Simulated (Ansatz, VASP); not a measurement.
Two plane-wave programs on ZrSi2

```xyz
3
Lattice="4.0349 0.0000 0.0000 -2.0175 3.4943 0.0000 0.0000 0.0000 3.5645" Properties=species:S:1:pos:R:3 pbc="T T T"
Zr    0.0000    0.0000    0.0000
Si    0.0000    2.3296    1.7823
Si    2.0175    1.1648    1.7823
```

Alike in both runs: functional PBE; k mesh 12 × 12 × 14; occupations gaussian, width 0.1 eV; no spin polarisation.

Ansatz relaxed the structure, and its values are those at the end. VASP's run is a single point on that final structure, the one shown.

```csv
,VASP,Ansatz
version,VASP 6.6.1,Ansatz 0.2.0
potentials or method,"VASP PAW PBE potentials, release 64 (Zr_sv, Si), cutoff 520 eV","scalar-relativistic, plane waves, PAW"
valence electrons in the cell,20,20
```

```tsv
	VASP	Ansatz	Ansatz less VASP
gap on the k mesh at the Fermi level (eV)	none	none	-
pressure (GPa)	0.0	0.0	+0.03
```

A gap of «none» marks a metal or a gap that the smearing closes.
